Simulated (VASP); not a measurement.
# NaCl (Fm-3m) in VASP: notebook

NaCl is run at these levels: PBE; tasks: relaxation of cell and atoms, single point.

Everything below comes from runs of VASP 6.6.1. Logs are shortened: lines on timing, memory, paths and dates and some standing lists are left out, and cuts for length are marked.

## Step 1: The cell of the first run

It takes space group Fm-3m (No. 225, cubic). The conventional cell has a = 5.620 Å, b = 5.620 Å, c = 5.620 Å, α = 90.00°, β = 90.00°, γ = 90.00°. Na (site symmetry m-3m) has 6 Cl at 2.81 Å within 3.7 Å. Cl (site symmetry m-3m) has 6 Na at 2.81 Å within 3.7 Å.

## Step 2: Relaxation of cell and atoms, PBE

Input file INCAR:

```
SYSTEM = NaCl
  ALGO = Normal
  EDIFF = 1E-6
  EDIFFG = -0.01
  ENCUT = 600
  GGA = PE
  IBRION = 2
  ISIF = 3
  ISMEAR = 0
  LASPH = .TRUE.
  LCHARG = .FALSE.
  LREAL = .FALSE.
  LWAVE = .FALSE.
  NELM = 60
  NSW = 100
  PREC = Accurate
  SIGMA = 0.02
```

Input file KPOINTS:

```
k-points
0
G
  8 8 8
  0 0 0
```

Input file POSCAR:

```
NaCl
1.0
    0.0000000000      2.8100000000      2.8100000000
    2.8100000000      0.0000000000      2.8100000000
    2.8100000000      2.8100000000      0.0000000000
Na Cl
1 1
Direct
    0.0000000000      0.0000000000      0.0000000000
    0.5000000000      0.5000000000      0.5000000000
```

Potentials or basis: VASP PAW PBE potentials, release 64 (Na_pv, Cl).

Command:

```
$ cat potpaw_PBE.64/Na_pv/POTCAR potpaw_PBE.64/Cl/POTCAR > POTCAR
$ mpirun -np 1 vasp_std > vasp.out
```

OUTCAR:

```text
SYSTEM = NaCl
   EDIFF = 1E-6
   EDIFFG = -0.01
   ENCUT = 600
   GGA = PE
   IBRION = 2
   ISIF = 3
   ISMEAR = 0
   LASPH = .TRUE.
   LREAL = .FALSE.
   NELM = 60
   NSW = 100
   PREC = Accurate

 ion  position               nearest neighbor table
   1  0.000  0.000  0.000-
   2  0.500  0.500  0.500-

  LATTYP: Found a face centered cubic cell.
 ALAT       =     5.6200000000

  Lattice vectors:

 A1 = (   0.0000000000,   2.8100000000,   2.8100000000)
 A2 = (   2.8100000000,   0.0000000000,   2.8100000000)
 A3 = (   2.8100000000,   2.8100000000,   0.0000000000)

Analysis of symmetry for initial positions (statically):
=====================================================================
 Subroutine PRICEL returns:
 Original cell was already a primitive cell.

 Routine SETGRP: Setting up the symmetry group for a
 face centered cubic supercell.

 Subroutine GETGRP returns: Found 48 space group operations
 (whereof 48 operations were pure point group operations)
 out of a pool of 48 trial point group operations.

The static configuration has the point symmetry O_h .

Analysis of symmetry for dynamics (positions and initial velocities):
=====================================================================
 Subroutine PRICEL returns:
 Original cell was already a primitive cell.

 Routine SETGRP: Setting up the symmetry group for a
 face centered cubic supercell.

 Subroutine GETGRP returns: Found 48 space group operations
 (whereof 48 operations were pure point group operations)
 out of a pool of 48 trial point group operations.

The dynamic configuration has the point symmetry O_h .

 Subroutine INISYM returns: Found 48 space group operations
 (whereof 48 operations are pure point group operations),
 and found     1 'primitive' translations

----------------------------------------------------------------------------------------

                                     Primitive cell

  volume of cell :      44.3761

  direct lattice vectors                    reciprocal lattice vectors
     0.000000000  2.810000000  2.810000000    -0.177935943  0.177935943  0.177935943
     2.810000000  0.000000000  2.810000000     0.177935943 -0.177935943  0.177935943
     2.810000000  2.810000000  0.000000000     0.177935943  0.177935943 -0.177935943

  length of vectors
     3.973940110  3.973940110  3.973940110     0.308194094  0.308194094  0.308194094

  position of ions in fractional coordinates (direct lattice)
     0.000000000  0.000000000  0.000000000
     0.500000000  0.500000000  0.500000000

  ion indices of the primitive-cell ions
   primitive index   ion index
                 1           1
                 2           2

----------------------------------------------------------------------------------------

 KPOINTS: k-points

Automatic generation of k-mesh.
 Grid dimensions read from file:
 generate k-points for:    8    8    8

 Generating k-lattice:

  Cartesian coordinates                     Fractional coordinates (reciprocal lattice)
    -0.022241993  0.022241993  0.022241993     0.125000000  0.000000000  0.000000000
     0.022241993 -0.022241993  0.022241993     0.000000000  0.125000000  0.000000000
     0.022241993  0.022241993 -0.022241993     0.000000000  0.000000000  0.125000000

  Length of vectors
     0.038524262  0.038524262  0.038524262

  Shift w.r.t. Gamma in fractional coordinates (k-lattice)
     0.000000000  0.000000000  0.000000000

 Subroutine IBZKPT returns following result:
 ===========================================

 Found     29 irreducible k-points:

 Following reciprocal coordinates:
            Coordinates               Weight
  0.000000  0.000000  0.000000      1.000000
  0.125000  0.000000  0.000000      8.000000
  0.250000  0.000000  0.000000      8.000000
  0.375000  0.000000  0.000000      8.000000
  0.500000  0.000000  0.000000      4.000000
  0.125000  0.125000  0.000000      6.000000
[... 16 lines left out ...]
  0.500000  0.250000  0.125000     48.000000
 -0.375000  0.250000  0.125000     24.000000
 [... further k-points ...]
   k-points           NKPTS =     29   k-points in BZ     NKDIM =     29   number of bands    NBANDS=     11
   number of dos      NEDOS =    301   number of ions     NIONS =      2
   total plane-waves  NPLWV =  32768
   dimension x,y,z NGX =    32 NGY =   32 NGZ =   32
   dimension x,y,z NGXF=    64 NGYF=   64 NGZF=   64
   ions per type =               1   1
   NGX,Y,Z   is equivalent  to a cutoff of  13.39, 13.39, 13.39 a.u.
   NGXF,Y,Z  is equivalent  to a cutoff of  26.77, 26.77, 26.77 a.u.
 SYSTEM =  NaCl
   PREC   = accura    normal or accurate (medium, high low for compatibility)
   ISTART =      0    job   : 0-new  1-cont  2-samecut
   ICHARG =      2    charge: 1-file 2-atom 10-const
   ISPIN  =      1    spin polarized calculation?
   LNONCOLLINEAR =      F non collinear calculations
   LSORBIT =      F    spin-orbit coupling
   LASPH  =      T    aspherical Exc in radial PAW
   ENCUT  =  600.0 eV  44.10 Ry    6.64 a.u.   7.94  7.94  7.94*2*pi/ulx,y,z
   NELM   =     60;   NELMIN=  2; NELMDL= -5     # of ELM steps
   EDIFF  = 0.1E-05   stopping-criterion for ELM
   LREAL  =      F    real-space projection
   EDIFFG = -.1E-01   stopping-criterion for IOM
   NSW    =    100    number of steps for IOM
   IBRION =      2    ionic relax: 0-MD 1-quasi-New 2-CG
   NFREE  =      1    steps in history (QN), initial steepest desc. (CG)
   ISIF   =      3    stress and relaxation
   ISYM   =      2    0-nonsym 1-usesym 2-fastsym
   POTIM  = 0.5000    time-step for ionic-motion
   TEBEG  =    0.0;   TEEND  =   0.0 temperature during run
   PSTRESS=    0.0 pullay stress
   NELECT =      14.0000    total number of electrons
   NUPDOWN=      -1.0000    fix difference up-down
   EMIN   =  10.00;   EMAX   =-10.00  energy-range for DOS
   EFERMI =   0.00;   METHOD = LEGACY
   ISMEAR =     0;   SIGMA  =   0.02  broadening in eV -4-tet -1-fermi 0-gaus
   EFERMI_NEDOS =   21; number of points for ismear=-14 and -15
   IALGO  =     38    algorithm
   IMIX   =      4    mixing-type and parameters
     AMIX     =   0.40;   BMIX     =  1.00
     AMIX_MAG =   1.60;   BMIX_MAG =  1.00
  volume/ion in A,a.u.               =      22.19       149.73
  Fermi-wavevector in a.u.,A,eV,Ry     =   1.114469  2.106040 16.898985  1.242040
  Thomas-Fermi vector in A             =   2.251064
   LORBIT       =      0    0 simple, 1 ext, 2 COOP (PROOUT), +10 PAW based schemes
   GGA     = PE    functional components
   LHFCALC =     F    Hartree Fock is set to
   AEXX    =    0.0000 exact exchange contribution
   IVDW    =     0    specifies the selected vdW correction
   LEPSILON=     F    determine dielectric tensor
   LRPA    =     F    only Hartree local field effects (RPA)
 conjugate gradient relaxation of ions
 non-spin polarized calculation
 Gauss-broadening in eV      SIGMA  =   0.02
  energy-cutoff  :      600.00
  volume of cell :       44.38
 maximum number of plane-waves:      1494
   NGX = 15   NGY = 15   NGZ = 15

--------------------------------------- Ionic step        1  -------------------------------------------

 number of electron      14.0000007 magnetization

 Free energy of the ion-electron system (eV)
  ---------------------------------------------------
  ext. energy  EPLUGINS =         0.00000000
  ---------------------------------------------------
  free energy    TOTEN  =        -6.77227674 eV

  energy without entropy =       -6.77227674  energy(sigma->0) =       -6.77227674

------------------------ aborting loop because EDIFF is reached ----------------------------------------

  FORCE on cell =-STRESS in cart. coord.  units (eV):
  Direction    XX          YY          ZZ          XY          YZ          ZX
  --------------------------------------------------------------------------------------
  -------------------------------------------------------------------------------------
  Total        0.2912696      0.2912696      0.2912696      0.0000000      0.0000000     -0.0000000
  in kB       10.5161497     10.5161497     10.5161497      0.0000000      0.0000000     -0.0000000
  external PRESSURE =      10.5161497 kB  Pullay stress =       0.0000000 kB
[... 57 lines left out ...]
  energy  without entropy=       -6.7767445449  energy(sigma->0) =       -6.77674454

--------------------------------------- Ionic step        3  -------------------------------------------

 number of electron      13.9999997 magnetization

 Free energy of the ion-electron system (eV)
  ---------------------------------------------------
  ext. energy  EPLUGINS =         0.00000000
  ---------------------------------------------------
  free energy    TOTEN  =        -6.77803755 eV

  energy without entropy =       -6.77803755  energy(sigma->0) =       -6.77803755

 E-fermi :  -0.7213     XC(G=0):  -8.0333

 val. band max:       -0.9087706108   @ k =   0.0000   0.0000   0.0000
 cond. band min:       4.0807313530   @ k =   0.0000   0.0000   0.0000
 fundamental gap:      4.9895019638
 Fermi energy:        -0.7212733359

 k-point     1 :       0.0000    0.0000    0.0000
  band No.  band energies     occupation
      1     -21.7892      2.00000
      2     -21.7892      2.00000
      3     -21.7892      2.00000
      4     -13.4987      2.00000
      5      -0.9088      2.00000
      6      -0.9088      2.00000
      7      -0.9088      2.00000
      8       4.0807      0.00000
      9      10.1778      0.00000
     10      10.1778      0.00000
     11      10.1778      0.00000
[... 309 lines left out ...]
 k-point    24 :      -0.3750    0.2500    0.1250
  band No.  band energies     occupation
      1     -21.8094      2.00000
      2     -21.7963      2.00000
      3     -21.7930      2.00000
      4     -13.1625      2.00000
      5      -2.4776      2.00000
      6      -1.6287      2.00000
      7      -1.2961      2.00000
      8       7.3404      0.00000
      9       8.4905      0.00000
     10       9.2305      0.00000
     11      10.7071      0.00000

 [... further k-points ...]

------------------------ aborting loop because EDIFF is reached ----------------------------------------

  FORCE on cell =-STRESS in cart. coord.  units (eV):
  Direction    XX          YY          ZZ          XY          YZ          ZX
  --------------------------------------------------------------------------------------
  -------------------------------------------------------------------------------------
  Total       -0.0006318     -0.0006318     -0.0006318      0.0000000      0.0000000      0.0000000
  in kB       -0.0218739     -0.0218739     -0.0218739      0.0000000      0.0000000      0.0000000
  external PRESSURE =      -0.0218739 kB  Pullay stress =       0.0000000 kB
[... 17 lines left out ...]
  FREE ENERGIE OF THE ION-ELECTRON SYSTEM (eV)
  ---------------------------------------------------
  free  energy   TOTEN  =        -6.7780375506 eV

  energy  without entropy=       -6.7780375506  energy(sigma->0) =       -6.77803755

 reached required accuracy - stopping structural energy minimisation
```

Wall time 38 s (1 thread of AMD EPYC 7R43 (Zen 3), shared host); peak memory 0.14 GiB.

What came out:

```yaml
Free_energy: -6.7780 eV
Relaxed_volume: 23.14 Å³/atom
Relaxed_cell: a = 4.030 Å, b = 4.030 Å, c = 4.030 Å, α = 60.00°, β = 60.00°, γ = 60.00°
Space_group_after_relaxing_to_0.05_Å: Fm-3m (No. 225)
Energy_gained_by_relaxing: 2.9 meV/atom
Ionic_steps: 3
Pressure_after_relaxing: 0.0 GPa
Band_gap_on_the_k_mesh: 4.99 eV, direct
```

The path:
| step | energy change (eV) | largest force (eV/Å) | pressure (GPa) | volume (Å³) |
| --- | --- | --- | --- | --- |
| 1 | 0.0000 | 0.0000 | 1.05 | 44.38 |
| 2 | -0.0045 | 0.0000 | 0.52 | 45.32 |
| 3 | -0.0058 | 0.0000 | 0.00 | 46.28 |

Final structure:
```
Na Cl
1.0
     0.00000    2.84956    2.84956
     2.84956    0.00000    2.84956
     2.84956    2.84956    0.00000
Na Cl
1 1
Direct
  0.00000 0.00000 0.00000
  0.50000 0.50000 0.50000
```

A k mesh can miss the band edges. As with any semilocal functional, this PBE gap is likely too small.

## Step 3: Single point, PBE (volume scaled by 0.91)

Input file INCAR:

```
SYSTEM = NaCl
PREC = Accurate
ENCUT = 520
EDIFF = 1E-6
ISMEAR = 0
SIGMA = 0.02
LREAL = .False.
LASPH = .True.
NELM = 100
ALGO = Normal
ISIF = 2
LWAVE = .False.
LCHARG = .False.
GGA = PE
NBANDS = 14
```

Input file KPOINTS:

```
Automatic mesh
0
Gamma
  8 8 8
  0 0 0
```

Input file POSCAR:

```
NaCl
1.0
    0.0000000000      2.7589818966      2.7589818966
    2.7589818966      0.0000000000      2.7589818966
    2.7589818966      2.7589818966      0.0000000000
Na Cl
1 1
Direct
    0.0000000000      0.0000000000      0.0000000000
    0.5000000000      0.5000000000      0.5000000000
```

Potentials or basis: VASP PAW PBE potentials, release 64 (Na_pv, Cl).

Command:

```
$ cat potpaw_PBE.64/Na_pv/POTCAR potpaw_PBE.64/Cl/POTCAR > POTCAR
$ mpirun -np 1 vasp_std > vasp.out
```

It took 12 s on 1 thread of AMD EPYC 7R13 (Zen 3), shared host; peak memory 0.13 GiB.

The run converged. Its results:

| Property | Result |
| --- | --- |
| Free energy | -6.7437 eV |
| Pressure | 2.8 GPa |
| Band gap on the k mesh | 5.37 eV, direct |

Levels at points of the mesh, in eV from the valence-band top:
| k point | band 5 | band 6 | band 7 | band 8 | band 9 | band 10 |
| --- | --- | --- | --- | --- | --- | --- |
| (0.00, 0.00, 0.00) | 0.00 | 0.00 | 0.00 | 5.37 | 11.18 | 11.18 |
| (0.50, 0.00, 0.00) | -2.13 | -0.30 | -0.30 | 7.39 | 11.13 | 11.13 |
| (0.50, 0.50, 0.00) | -1.84 | -0.66 | -0.66 | 7.73 | 8.02 | 11.80 |

Caveat: the cell differs from its parent crystal (volume scaled by 0.91).

[end of part 1 of 2]
